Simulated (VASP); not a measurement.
Runs of VASP 6.6.1 on Sn3C. The structure is that of space group Pm-3m (No. 221), or close to it. The cells are those of the table. 

```csv
task,cell,k mesh,cutoff (eV),gap on the mesh (eV),pressure (GPa),relaxed volume (Å³/atom)
relaxation of cell and atoms,"relaxed from a = 4.359 Å, 4 atoms",4 × 4 × 4,600,none,0.0,(a)
single point,"a = 4.505 Å, 4 atoms",4 × 4 × 4,520,none,(b),-
single point,"a = 4.359 Å, 4 atoms",4 × 4 × 4,520,none,6.5,-
single point,"a = 4.470 Å, 4 atoms",10 × 10 × 10,520,none,-0.1,-
relaxation of cell and atoms,"relaxed from a = 4.505 Å, 4 atoms",10 × 10 × 10,600,none,0.0,22.33
```

Alike in all rows: level PBE; potentials or basis VASP PAW PBE potentials, release 64 (Sn_d, C); no spin polarisation; smearing gaussian 0.1 eV.

Task: Estimate the missing entries.

Result: (a) 22.72; (b) -0.4.

Caveats: some runs use coarse meshes; spin-orbit coupling is left out, which moves the levels of the heavy elements.

A k mesh can miss the band edges, and the runs leave out spin-orbit coupling on Sn.

A gap of «none» marks levels without a gap at the run's occupations.
